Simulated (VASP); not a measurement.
Input of a VASP 6.6.1 run:

Contents of POSCAR:

```
MnS
1.0
    0.0000000000      2.6045000000      2.6045000000
    2.6045000000      0.0000000000      2.6045000000
    2.6045000000      2.6045000000      0.0000000000
Mn S
1 1
Direct
    0.0000000000      0.0000000000      0.0000000000
    0.5000000000      0.5000000000      0.5000000000
```

The input INCAR.step1:

```
ALGO = Normal
EDIFF = 1E-4
ENCUT = 520
GGA = PE
ISMEAR = -1
ISPIN = 2
LASPH = True
LCHARG = False
LMAXMIX = 4
LREAL = False
LWAVE = True
MAGMOM = 4 0
NBANDS = 20
NELM = 150
PREC = Accurate
SIGMA = 0.05
```

File INCAR.step2:

```
ALGO = Normal
EDIFF = 1E-6
ENCUT = 520
ISIF = 2
ISMEAR = -1
ISPIN = 2
ISTART = 1
LASPH = True
LCHARG = True
LELF = True
LMAXMIX = 4
LMIXTAU = True
LORBIT = 11
LREAL = False
LVHAR = True
LWAVE = False
MAGMOM = 4 0
METAGGA = R2SCAN
NBANDS = 20
NELM = 150
PREC = Accurate
SIGMA = 0.05
```

Contents of KPOINTS:

```
k-points
0
Gamma
  9 9 9
```

Potentials or basis: VASP PAW PBE potentials, release 64 (Mn_pv, S).

Run with:

```sh
$ cat potpaw_PBE.64/Mn_pv/POTCAR potpaw_PBE.64/S/POTCAR > POTCAR
$ cp INCAR.step1 INCAR
$ mpirun -np 1 vasp_std > vasp.out
$ cp INCAR.step2 INCAR
$ mpirun -np 1 vasp_std > vasp.out
```

**Question.** Estimate the pressure.

**Answer.** 0.4 GPa.

**Question.** What does it give for the site moments?

**Answer.** Mn +4.50; S +0.14 μB.

Caveat: the PAW data sets were made with another functional, which shifts forces and pressure a little; a cell with one magnetic atom can't hold antiferromagnetic order, which such compounds often take.
